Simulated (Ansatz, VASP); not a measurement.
**One calculation of MoS, two programs**

```xyz
2
Lattice="3.1272 0.0000 0.0000 0.0000 3.1272 0.0000 0.0000 0.0000 3.1272" Properties=species:S:1:pos:R:3 pbc="T T T"
Mo    0.0000    0.0000    0.0000
S     1.5636    1.5636    1.5636
```

Alike in both runs: task relaxation of cell and atoms; functional r2SCAN; k mesh 14 × 14 × 14; occupations gaussian, width 0.1 eV; collinear spin; Hubbard terms Mo d U = 4.38 eV.

|  | VASP | Ansatz |
| --- | --- | --- |
| version | VASP 6.6.1 | Ansatz 0.2.0 |
| potentials or method | VASP PAW PBE potentials, release 64 (Mo_sv, S), cutoff 600 eV | scalar-relativistic, plane waves, PAW |
| valence electrons in the cell | 20 | 20 |

```tsv
	VASP	Ansatz	Ansatz less VASP
gap on the k mesh at the Fermi level, each at its own relaxed structure (eV)	none	none	-
net moment per atom (μB)	0.94	2.00	+1.059
size of the moment on the site where the two differ most (μB)	1.94	3.63	+1.693
relaxed volume (Å³/atom)	15.23	19.53	+4.298
relaxed length of the cell vector where the two differ most in proportion (Å)	3.123	3.393	+0.2698
```

The net moments are unlike, so the other rows may belong to different states. VASP's potentials were made for PBE, not for r2SCAN. Site moments also hang on the region over which each program counts them. The programs project onto different local orbitals, so the same U acts differently, and such runs can settle in different states. A gap of «none» marks a metal or a gap that the smearing closes. Ansatz's warnings: filled band counts differ across k points.
